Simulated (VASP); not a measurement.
Crystal: TlZn2.

```
CELL_PARAMETERS angstrom
3.53936 0.00000 0.00000
-1.76968 3.06518 0.00000
0.00000 0.00000 5.97736
ATOMIC_POSITIONS crystal
Zn 0.33333 0.66667 0.86589
Zn 0.66667 0.33333 0.13411
Tl 0.00000 0.00000 0.50000
```

* Program: VASP 6.6.1
* Task: relaxation of cell and atoms
* Functional: PBE
* Potentials or basis: VASP PAW PBE potentials, release 64 (Zn, Tl_d)
* Cutoff: 600 eV
* k mesh: 6 × 6 × 4
* Occupations: gaussian, width 0.1 eV
* Spin: no spin polarisation

At the start: pressure 0.9 GPa; volume 21.62 Å³/atom.

Problem. How do energy, volume and symmetry change on relaxing?

Solution. Over 9 steps the energy falls by 11.8 meV/atom and the volume is 21.75 Å³/atom (+0.6 %); space group P-3m1 (No. 164, to 0.05 Å).

Step by step:
| step | energy change (eV) | largest force (eV/Å) | pressure (GPa) | volume (Å³) |
| --- | --- | --- | --- | --- |
| 1 | 0.0000 | 0.0250 | 0.93 | 64.85 |
| 2 | -0.0164 | 0.0028 | 0.13 | 66.02 |
| 3 | -0.0198 | 0.0073 | -1.39 | 68.34 |
| 4 | -0.0231 | 0.0056 | -0.86 | 67.40 |
| 5 | -0.0315 | 0.0412 | -0.68 | 66.65 |
| 6 | -0.0330 | 0.0543 | -0.52 | 66.18 |
| 7 | -0.0352 | 0.0521 | 0.08 | 65.21 |
| 8 | -0.0352 | 0.0523 | 0.02 | 65.23 |
| 9 | -0.0355 | 0.0297 | -0.03 | 65.25 |

Final structure:
```
Zn Tl
1.0
     3.46785    0.00000    0.00000
    -1.73392    3.00324    0.00000
     0.00000    0.00000    6.26490
Zn Tl
2 1
Direct
  0.33333 0.66667 0.86530
  0.66667 0.33333 0.13470
  0.00000 0.00000 0.50000
```
